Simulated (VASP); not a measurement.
# V (Im-3m) in VASP: notebook, part 3 of 3

VASP 6.6.1. Earlier steps stand in the parts before.

## (4) Single point, PBE

Contents of INCAR:

```
  ALGO = Normal
  EDIFF = 1E-6
  ENCUT = 520
  GGA = PE
  ISIF = 2
  ISMEAR = -1
  LASPH = T
  LCHARG = F
  LREAL = F
  LWAVE = F
  NBANDS = 12
  NELM = 100
  PREC = Accurate
  SIGMA = 0.1
```

Contents of KPOINTS:

```
k-points
0
Gamma
  15 15 15
```

Contents of POSCAR:

```
V
1.0
   -1.4991761207      1.4991761207      1.4991761207
    1.4991761207     -1.4991761207      1.4991761207
    1.4991761207      1.4991761207     -1.4991761207
V
1
Direct
    0.0000000000      0.0000000000      0.0000000000
```

Potentials or basis: VASP PAW PBE potentials, release 64 (V_sv).

Run with:

```console
$ cat potpaw_PBE.64/V_sv/POTCAR > POTCAR
$ mpirun -np 1 vasp_std > vasp.out
```

OUTCAR:

```text
EDIFF = 1E-6
   ENCUT = 520
   GGA = PE
   ISIF = 2
   ISMEAR = -1
   LASPH = T
   LREAL = F
   NELM = 100
   PREC = Accurate

 ion  position               nearest neighbor table
   1  0.000  0.000  0.000-

  LATTYP: Found a body centered cubic cell.
 ALAT       =     2.9983522414

  Lattice vectors:

 A1 = (  -1.4991761207,   1.4991761207,   1.4991761207)
 A2 = (   1.4991761207,  -1.4991761207,   1.4991761207)
 A3 = (   1.4991761207,   1.4991761207,  -1.4991761207)

Analysis of symmetry for initial positions (statically):
=====================================================================
 Subroutine PRICEL returns:
 Original cell was already a primitive cell.

 Routine SETGRP: Setting up the symmetry group for a
 body centered cubic supercell.

 Subroutine GETGRP returns: Found 48 space group operations
 (whereof 48 operations were pure point group operations)
 out of a pool of 48 trial point group operations.

The static configuration has the point symmetry O_h .

Analysis of symmetry for dynamics (positions and initial velocities):
=====================================================================
 Subroutine PRICEL returns:
 Original cell was already a primitive cell.

 Routine SETGRP: Setting up the symmetry group for a
 body centered cubic supercell.

 Subroutine GETGRP returns: Found 48 space group operations
 (whereof 48 operations were pure point group operations)
 out of a pool of 48 trial point group operations.

The dynamic configuration has the point symmetry O_h .

 Subroutine INISYM returns: Found 48 space group operations
 (whereof 48 operations are pure point group operations),
 and found     1 'primitive' translations

----------------------------------------------------------------------------------------

                                     Primitive cell

  volume of cell :      13.4778

  direct lattice vectors                    reciprocal lattice vectors
    -1.499176121  1.499176121  1.499176121     0.000000000  0.333516518  0.333516518
     1.499176121 -1.499176121  1.499176121     0.333516518  0.000000000  0.333516518
     1.499176121  1.499176121 -1.499176121     0.333516518  0.333516518  0.000000000

  length of vectors
     2.596649211  2.596649211  2.596649211     0.471663583  0.471663583  0.471663583

  position of ions in fractional coordinates (direct lattice)
     0.000000000  0.000000000  0.000000000

  ion indices of the primitive-cell ions
   primitive index   ion index
                 1           1

----------------------------------------------------------------------------------------

 KPOINTS: k-points

Automatic generation of k-mesh.
 Grid dimensions read from file:
 generate k-points for:   15   15   15

 Generating k-lattice:

  Cartesian coordinates                     Fractional coordinates (reciprocal lattice)
     0.000000000  0.022234435  0.022234435     0.066666667  0.000000000  0.000000000
     0.022234435  0.000000000  0.022234435     0.000000000  0.066666667  0.000000000
     0.022234435  0.022234435  0.000000000     0.000000000  0.000000000  0.066666667

  Length of vectors
     0.031444239  0.031444239  0.031444239

  Shift w.r.t. Gamma in fractional coordinates (k-lattice)
     0.000000000  0.000000000  0.000000000

 Subroutine IBZKPT returns following result:
 ===========================================

 Found    120 irreducible k-points:

 Following reciprocal coordinates:
            Coordinates               Weight
  0.000000  0.000000  0.000000      1.000000
  0.066667  0.000000  0.000000     12.000000
  0.133333  0.000000  0.000000     12.000000
  0.200000  0.000000  0.000000     12.000000
  0.266667  0.000000  0.000000     12.000000
  0.333333  0.000000  0.000000     12.000000
[... 16 lines left out ...]
  0.333333  0.200000  0.000000     48.000000
  0.400000  0.200000  0.000000     24.000000
 [... further k-points ...]
   k-points           NKPTS =    120   k-points in BZ     NKDIM =    120   number of bands    NBANDS=     12
   number of dos      NEDOS =    301   number of ions     NIONS =      1
   total plane-waves  NPLWV =   8000
   dimension x,y,z NGX =    20 NGY =   20 NGZ =   20
   dimension x,y,z NGXF=    40 NGYF=   40 NGZF=   40
   ions per type =               1
   NGX,Y,Z   is equivalent  to a cutoff of  12.80, 12.80, 12.80 a.u.
   NGXF,Y,Z  is equivalent  to a cutoff of  25.61, 25.61, 25.61 a.u.
 SYSTEM =  unknown system
   PREC   = accura    normal or accurate (medium, high low for compatibility)
   ISTART =      0    job   : 0-new  1-cont  2-samecut
   ICHARG =      2    charge: 1-file 2-atom 10-const
   ISPIN  =      1    spin polarized calculation?
   LNONCOLLINEAR =      F non collinear calculations
   LSORBIT =      F    spin-orbit coupling
   LASPH  =      T    aspherical Exc in radial PAW
   ENCUT  =  520.0 eV  38.22 Ry    6.18 a.u.   4.83  4.83  4.83*2*pi/ulx,y,z
   NELM   =    100;   NELMIN=  2; NELMDL= -5     # of ELM steps
   EDIFF  = 0.1E-05   stopping-criterion for ELM
   LREAL  =      F    real-space projection
   EDIFFG = 0.1E-04   stopping-criterion for IOM
   NSW    =      0    number of steps for IOM
   IBRION =     -1    ionic relax: 0-MD 1-quasi-New 2-CG
   NFREE  =      0    steps in history (QN), initial steepest desc. (CG)
   ISIF   =      2    stress and relaxation
   ISYM   =      2    0-nonsym 1-usesym 2-fastsym
   POTIM  = 0.5000    time-step for ionic-motion
   TEBEG  =    0.0;   TEEND  =   0.0 temperature during run
   PSTRESS=    0.0 pullay stress
   NELECT =      13.0000    total number of electrons
   NUPDOWN=      -1.0000    fix difference up-down
   EMIN   =  10.00;   EMAX   =-10.00  energy-range for DOS
   EFERMI =   0.00;   METHOD = LEGACY
   ISMEAR =    -1;   SIGMA  =   0.10  broadening in eV -4-tet -1-fermi 0-gaus
   EFERMI_NEDOS =   21; number of points for ismear=-14 and -15
   IALGO  =     38    algorithm
   IMIX   =      4    mixing-type and parameters
     AMIX     =   0.40;   BMIX     =  1.00
     AMIX_MAG =   1.60;   BMIX_MAG =  1.00
  volume/ion in A,a.u.               =      13.48        90.95
  Fermi-wavevector in a.u.,A,eV,Ry     =   1.617521  3.056672 35.597938  2.616375
  Thomas-Fermi vector in A             =   2.711933
   LORBIT       =      0    0 simple, 1 ext, 2 COOP (PROOUT), +10 PAW based schemes
   GGA     = PE    functional components
   LHFCALC =     F    Hartree Fock is set to
   AEXX    =    0.0000 exact exchange contribution
   IVDW    =     0    specifies the selected vdW correction
   LEPSILON=     F    determine dielectric tensor
   LRPA    =     F    only Hartree local field effects (RPA)
 non-spin polarized calculation
  energy-cutoff  :      520.00
  volume of cell :       13.48
 maximum number of plane-waves:       374
   NGX =  9   NGY =  9   NGZ =  9

 number of electron      12.9999990 magnetization

 Free energy of the ion-electron system (eV)
  ---------------------------------------------------
  ext. energy  EPLUGINS =         0.00000000
  ---------------------------------------------------
  free energy    TOTEN  =        -9.02127068 eV

  energy without entropy =       -8.96580564  energy(sigma->0) =       -8.99353816

 E-fermi :   9.7262     XC(G=0): -12.9006

 val. band max:        9.7029148879   @ k =  -0.2667   0.2667   0.1333
 cond. band min:       9.7415793309   @ k =   0.0667   0.0667   0.0667
 fundamental gap:      0.0386644430
 Fermi energy:         9.7262117314

 k-point     1 :       0.0000    0.0000    0.0000
  band No.  band energies     occupation
      1     -54.0134      2.00000
      2     -27.3153      2.00000
      3     -27.3153      2.00000
      4     -27.3153      2.00000
      5       3.1146      2.00000
      6      10.1164      0.03961
      7      10.1164      0.03961
      8      10.1164      0.03961
      9      12.1251      0.00000
     10      12.1251      0.00000
     11      30.1813      0.00000
     12      30.1813      0.00000

 k-point     2 :       0.0667    0.0000    0.0000
  band No.  band energies     occupation
      1     -54.0050      2.00000
      2     -27.3559      2.00000
      3     -27.3277      2.00000
      4     -27.3156      2.00000
      5       3.2940      2.00000
      6      10.0400      0.08311
      7      10.0996      0.04667
      8      10.2441      0.01120
      9      12.0378      0.00000
     10      12.1300      0.00000
     11      29.8612      0.00000
     12      30.1516      0.00000
[... 316 lines left out ...]
 k-point    24 :       0.4000    0.2000    0.0000
  band No.  band energies     occupation
      1     -53.8009      2.00000
      2     -28.1011      2.00000
      3     -27.7239      2.00000
      4     -27.4047      2.00000
      5       7.3962      2.00000
      6       8.6352      1.99996
      7       9.6210      1.48218
      8      12.0713      0.00000
      9      12.7008      0.00000
     10      16.0867      0.00000
     11      19.7323      0.00000
     12      23.0807      0.00000

 [... further k-points ...]
[... 5 lines left out ...]
  --------------------------------------------------------------------------------------
  -------------------------------------------------------------------------------------
  Total        0.0177698      0.0177698      0.0177698     -0.0000000     -0.0000000      0.0000000
  in kB        2.1123903      2.1123903      2.1123903     -0.0000000     -0.0000000      0.0000000
  external PRESSURE =       2.1123903 kB  Pullay stress =       0.0000000 kB

 VOLUME and BASIS-vectors are now :
 -----------------------------------------------------------------------------
  energy-cutoff  :      520.00
  volume of cell :       13.48
      direct lattice vectors                 reciprocal lattice vectors
    -1.499176121  1.499176121  1.499176121     0.000000000  0.333516518  0.333516518
     1.499176121 -1.499176121  1.499176121     0.333516518  0.000000000  0.333516518
     1.499176121  1.499176121 -1.499176121     0.333516518  0.333516518  0.000000000

 POSITION                                       TOTAL-FORCE (eV/Angst)
 -----------------------------------------------------------------------------------
      0.00000      0.00000      0.00000         0.000000      0.000000     -0.000000
 -----------------------------------------------------------------------------------
    total drift:                                0.000000     -0.000000      0.000000

  FREE ENERGIE OF THE ION-ELECTRON SYSTEM (eV)
  ---------------------------------------------------
  free  energy   TOTEN  =        -9.0212706775 eV

  energy  without entropy=       -8.9658056420  energy(sigma->0) =       -8.99353816
```

stdout:

```text
POSCAR found type information on POSCAR V
 POSCAR found :  1 types and       1 ions
 scaLAPACK will be used
 LDA part: xc-table for (Slater+PW92), standard interpolation
 POSCAR, INCAR and KPOINTS ok, starting setup
 FFT: planning ... GRIDC
 FFT: planning ... GRID_SOFT
 FFT: planning ... GRID
 WAVECAR not read
 entering main loop
```

Run time: 19 s. Hardware: 1 thread of AMD EPYC 7R43 (Zen 3), shared host; peak memory 0.1 GiB.

What came out:

- Free energy: -9.0213 eV
- Pressure: 0.2 GPa

## (5) Summary

```tsv
k mesh	gap on the mesh (eV)	pressure (GPa)
9 × 9 × 9	none	0.1
12 × 12 × 12	none	0.2
15 × 15 × 15	none	0.2
```

Alike in all rows: task single point; level PBE; potentials or basis VASP PAW PBE potentials, release 64 (V_sv); no spin polarisation; cell as given; cutoff (eV) 520; smearing fermi-dirac 0.1 eV.

Every run on the cell as given and a fine mesh finds a metal.

Absolute energies hang on the potentials; compare differences alone.
